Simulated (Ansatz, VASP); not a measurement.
## One calculation of InP, two programs

```xyz
2
Lattice="0.0000 2.7741 2.7741 2.7741 0.0000 2.7741 2.7741 2.7741 0.0000" Properties=species:S:1:pos:R:3 pbc="T T T"
In    2.7741    2.7741    2.7741
P     0.0000    0.0000    0.0000
```

Change from the starting cell: species swapped into the HfB type (Fm-3m, No. 225).

Alike in both runs: functional PBE; k mesh 6 × 6 × 6; occupations gaussian, width 0.2 eV; no spin polarisation.

Ansatz relaxed the structure, and its values are those at the end. VASP's run is a single point on that final structure, the one shown.

|  | VASP | Ansatz |
| --- | --- | --- |
| version | VASP 6.6.1 | Ansatz 0.2.0 |
| potentials or method | VASP PAW PBE potentials, release 64 (In_d, P), cutoff 500 eV | scalar-relativistic, plane waves, PAW |
| valence electrons in the cell | 18 | 18 |

```tsv
	VASP	Ansatz	Ansatz less VASP
gap on the k mesh at the Fermi level (eV)	none	none	-
pressure (GPa)	-0.2	-0.1	+0.04
```

A gap of «none» marks a metal or a gap that the smearing closes. The functional is the same, so the differences come from potentials, cutoffs and numerics.
